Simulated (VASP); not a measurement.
## TiN (Osbornite): single point with r2SCAN

TiN (Osbornite):

```
Ti N
1.0
     0.00000    2.10270    2.10270
     2.10270    0.00000    2.10270
     2.10270    2.10270    0.00000
Ti N
1 1
Cartesian
  0.0000 0.0000 0.0000
  2.1027 2.1027 2.1027
```

| Item | Value |
| --- | --- |
| Program | VASP 6.6.1 |
| Task | single point |
| Functional | r2SCAN |
| Potentials or basis | VASP PAW PBE potentials, release 64 (Ti_sv, N) |
| Cutoff | 520 eV |
| k mesh | 14 × 14 × 14 |
| Occupations | fermi-dirac, width 0.1 eV |
| Spin | no spin polarisation |
| Dipole correction | no |
| Further INCAR settings | ALGO = Normal; EDIFF = 1e-07; NBANDS = 16 |

```
Pressure : 7.7 GPa
```

Levels at points of the mesh, in eV from the Fermi level:
```
           k point  band 6  band 7  band 8  band 9  band 10  band 11  band 12  band 13
(0.00, 0.00, 0.00)   -2.42   -2.42   -2.42   -0.64    -0.64    -0.64     0.60     0.60
(0.50, 0.00, 0.00)   -8.68   -6.06   -6.06    1.81     1.81     2.53     6.14     6.14
(0.50, 0.50, 0.00)   -6.34   -3.66   -3.66   -3.21     1.73     2.54     2.54     3.89
```

Wall time 66 s on 1 thread of Intel(R) Xeon(R) 6975P-C (Granite Rapids) (shared host), peak memory 0.17 GiB.

Caveat: the PAW data sets were made with another functional, which shifts forces and pressure a little.
